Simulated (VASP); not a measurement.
A run of VASP 6.6.1:

The input INCAR:

```
SYSTEM = CaSe
PREC = Accurate
ENCUT = 520
EDIFF = 1E-7
ISMEAR = -1
SIGMA = 0.02
LREAL = .False.
LASPH = .True.
NELM = 80
ALGO = Normal
ISIF = 2
LWAVE = .False.
LCHARG = .True.
GGA = PE
LELF = .True.
LVHAR = .True.
NBANDS = 15
```

Contents of KPOINTS:

```
Automatic mesh
0
Gamma
  7 7 7
  0 0 0
```

Contents of POSCAR:

```
CaSe
1.0
    0.0000000000      2.9560000000      2.9560000000
    2.9560000000      0.0000000000      2.9560000000
    2.9560000000      2.9560000000      0.0000000000
Ca Se
1 1
Direct
    0.0000000000      0.0000000000      0.0000000000
    0.5000000000      0.5000000000      0.5000000000
```

Potentials or basis: VASP PAW PBE potentials, release 64 (Ca_sv, Se).

Command:

```sh
$ cat potpaw_PBE.64/Ca_sv/POTCAR potpaw_PBE.64/Se/POTCAR > POTCAR
$ mpirun -np 1 vasp_std > vasp.out
```

Hardware: 1 thread of AMD EPYC 7R13 (shared host).

Question: Estimate the wall time of this run.

Answer: Wall time 37 s on 1 thread of AMD EPYC 7R13 (shared host), peak memory 0.15 GiB. Counts: scf iterations 14, k points 20.
